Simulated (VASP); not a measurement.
GaSb:

```
CELL_PARAMETERS angstrom
0.00000 3.06588 3.03522
3.06588 0.00000 3.03522
3.06588 3.06588 0.00000
ATOMIC_POSITIONS crystal
Ga 0.00000 0.00000 0.00000
Sb 0.25000 0.25000 0.25000
```

This cell differs from its parent crystal: uniaxial z strain -1.0%.

Base run:

* Program: VASP 6.6.1
* Functional: r2SCAN
* Potentials or basis: VASP PAW PBE potentials, release 64 (Ga_d, Sb)
* Cutoff: 520 eV
* k mesh: 8 × 8 × 8
* Occupations: fermi-dirac, width 0.02 eV
* Spin: no spin polarisation

Its results: band gap on the k mesh 0.43 eV, direct; pressure 0.6 GPa.

**Question.** The run is repeated on the same cell with these changes: functional from r2SCAN to PBE; further incar settings from ALGO = Normal; EDIFF = 1e-06; NBANDS = 16 to ALGO = Normal; EDIFF = 1e-07; NBANDS = 16. What comes out?

**Answer.** Band gap on the k mesh 0.02 eV, direct; pressure 2.6 GPa.

Caveats: spin-orbit coupling is left out, which moves the levels of the heavy elements; the PAW data sets were made with another functional, which shifts forces and pressure a little (some runs).

A k mesh can miss the band edges.
